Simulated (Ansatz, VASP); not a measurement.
# Two plane-wave programs on HfN2

```xyz
3
Lattice="0.0000 2.5447 2.5447 2.5447 0.0000 2.5447 2.5447 2.5447 0.0000" Properties=species:S:1:pos:R:3 pbc="T T T"
Hf    0.0000    0.0000    0.0000
N     1.2724    1.2724    1.2724
N     3.8171    3.8171    3.8171
```

Alike in both runs: task relaxation of cell and atoms; functional PBE; k mesh 6 × 6 × 6; occupations gaussian, width 0.1 eV; no spin polarisation.

```csv
,VASP,Ansatz
version,VASP 6.6.1,Ansatz 0.2.0
potentials or method,"VASP PAW PBE potentials, release 64 (Hf_pv, N), cutoff 600 eV","scalar-relativistic, plane waves, PAW"
valence electrons in the cell,20,36
```

Ansatz gave:

| Item | Value |
| --- | --- |
| gap on the k mesh at the Fermi level, each at its own relaxed structure (eV) | none |
| relaxed volume (Å³/atom) | 11.65 |
| relaxed length of the cell vector where the two differ most in proportion (Å) | 3.670 |

Estimate VASP's values.

gap on the k mesh at the Fermi level, each at its own relaxed structure (eV): none; relaxed volume (Å³/atom): 11.57; relaxed length of the cell vector where the two differ most in proportion (Å): 3.661.

A gap of «none» marks a metal or a gap that the smearing closes. VASP's potentials hold 20 valence electrons a cell and Ansatz's 36, so a difference there can come from the potentials and not from the codes.

Spin-orbit coupling is off throughout.
